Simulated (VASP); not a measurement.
The system is TiCo.

```
Co Ti
1.0
     3.02541    0.00000    0.00000
     0.00000    3.02541    0.00000
     0.00000    0.00000    3.02541
Co Ti
1 1
Direct
  0.50000 0.50000 0.50000
  0.00000 0.00000 0.00000
```

This cell differs from its parent crystal: volume scaled by 1.04.

Base run:

| Property | Result |
| --- | --- |
| Program | VASP 6.6.1 |
| Functional | PBE |
| Potentials or basis | VASP PAW PBE potentials, release 64 (Co, Ti_sv) |
| Cutoff | 520 eV |
| k mesh | 9 × 9 × 9 |
| Occupations | fermi-dirac, width 0.05 eV |
| Spin | collinear spin, ferromagnetic start |
| Starting moments | [2.0, 1.0] μB |

Its results: pressure -6.8 GPa; net moment 0.84 μB per cell; site moments Co +0.96; Ti -0.05 μB.

Problem. The run is repeated on the same cell with these changes: potentials or basis from VASP PAW PBE potentials, release 64 (Co, Ti_sv) to VASP PAW PBE potentials, release 64 (Co_sv, Ti_sv); cutoff from 520 eV to 600 eV; further incar settings from ALGO = Normal; EDIFF = 1e-06; NBANDS = 22 to ALGO = Normal; EDIFF = 1e-06; NBANDS = 26; valence electrons from 21 to 29. What comes out?

Solution. Pressure -7.8 GPa; net moment 0.85 μB per cell; site moments Co +0.98; Ti -0.06 μB.
